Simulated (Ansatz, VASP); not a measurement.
## One calculation of KMgH3, two programs

Contents of INCAR:

```
SYSTEM = KMgH3
PREC = Accurate ; ENCUT = 520
EDIFF = 1E-6 ; ISMEAR = 0
SIGMA = 0.05 ; LREAL = .FALSE.
LASPH = .TRUE. ; NELM = 80
ALGO = Normal ; ISIF = 2
LWAVE = .FALSE. ; LCHARG = .FALSE.
NBANDS = 15
```

Contents of KPOINTS:

```
Automatic mesh
0
G
  8 8 8
  0 0 0
```

Contents of POSCAR:

```
KMgH3
1.0
    4.0250000000      0.0000000000      0.0000000000
    0.0000000000      4.0250000000      0.0251562500
    0.0000000000      0.0251562500      4.0250000000
K Mg H
1 1 3
Direct
    0.0000000000      0.0000000000      0.0000000000
    0.5000000000      0.5000000000      0.5000000000
    0.0000000000      0.5000000000      0.5000000000
    0.5000000000      0.0000000000      0.5000000000
    0.5000000000      0.5000000000      0.0000000000
```

Input for Ansatz:

```yaml
crystal:
  lattice:
    - [4.025, 0.0, 0.0]
    - [0.0, 4.025, 0.02515625]
    - [0.0, 0.02515625, 4.025]
  atoms:
    - { symbol: K, position: [0.0, 0.0, 0.0] }
    - { symbol: Mg, position: [0.5, 0.5, 0.5] }
    - { symbol: H, position: [0.0, 0.5, 0.5] }
    - { symbol: H, position: [0.5, 0.0, 0.5] }
    - { symbol: H, position: [0.5, 0.5, 0.0] }
basis:
  ecutwfc: 420
kpoints:
  mp_grid: { grid: [8, 8, 8] }
hamiltonian:
  xc: lda
scf:
  occupations: { method: gaussian, width: 0.05 }
output:
  forces: true
  stress: true
  eigenvalues: true
```

Change from the starting cell: strain +0.0125 x Voigt [0, 0, 0, 1, 0, 0], atoms carried along.

Alike in both runs: task single point; functional LDA; k mesh 8 × 8 × 8; occupations gaussian, width 0.05 eV; no spin polarisation.

|  | VASP | Ansatz |
| --- | --- | --- |
| version | VASP 6.6.1 | Ansatz 0.2.0 |
| potentials or method | VASP PAW LDA potentials, release 64 (K_sv, Mg, H), cutoff 520 eV | scalar-relativistic, plane waves, PAW |
| valence electrons in the cell | 14 | 22 |

|  | VASP | Ansatz | Ansatz less VASP |
| --- | --- | --- | --- |
| gap on the k mesh at the Fermi level (eV) | 2.05 | 2.06 | +0.003 |
| least direct gap on the mesh (eV) | 4.18 | 4.18 | -0.002 |
| pressure (GPa) | -3.2 | -2.9 | +0.26 |
| traceless stress, the component that is largest in VASP (GPa) | -0.45 | -0.45 | +0.006 |

LDA's correlation is that of Perdew and Zunger in VASP and of Perdew and Wang (1992) in Ansatz. VASP's potentials hold 14 valence electrons a cell and Ansatz's 22, so a difference there can come from the potentials and not from the codes.
